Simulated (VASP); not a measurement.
Runs of VASP 6.6.1 on MgO. The structure is that of space group P-6m2 (No. 187), or close to it. The cells are those of the table. 

```tsv
cell	gap on the mesh (eV)	pressure (GPa)
a = 2.964, b = 2.964, c = 2.703 Å, angles 90.0, 90.0, 120.0°, 2 atoms	(b)	-9.5
a = 2.885, b = 2.885, c = 2.631 Å, angles 90.0, 90.0, 120.0°, 2 atoms	4.20	1.9
a = 2.912, b = 2.912, c = 2.656 Å, angles 90.0, 90.0, 120.0°, 2 atoms	3.97	(c)
a = 2.938, b = 2.938, c = 2.680 Å, angles 90.0, 90.0, 120.0°, 2 atoms	3.76	-6.2
a = 2.857, b = 2.857, c = 2.606 Å, angles 90.0, 90.0, 120.0°, 2 atoms	4.44	6.9
a = 3.014, b = 3.014, c = 2.749 Å, angles 90.0, 90.0, 120.0°, 2 atoms	3.19	-14.9
a = 2.989, b = 2.989, c = 2.726 Å, angles 90.0, 90.0, 120.0°, 2 atoms	3.37	(a)
```

Alike in all rows: task single point; level r2SCAN; potentials or basis VASP PAW PBE potentials, release 64 (Mg, O); no spin polarisation; k mesh 12 × 12 × 8; cutoff (eV) 520; smearing gaussian 0.01 eV.

**Question.** Fill in the values left out.

**Answer.** (a) -12.4; (b) 3.56; (c) -2.5.

Caveats: the PAW data sets were made with another functional, which shifts forces and pressure a little.

A k mesh can miss the band edges.
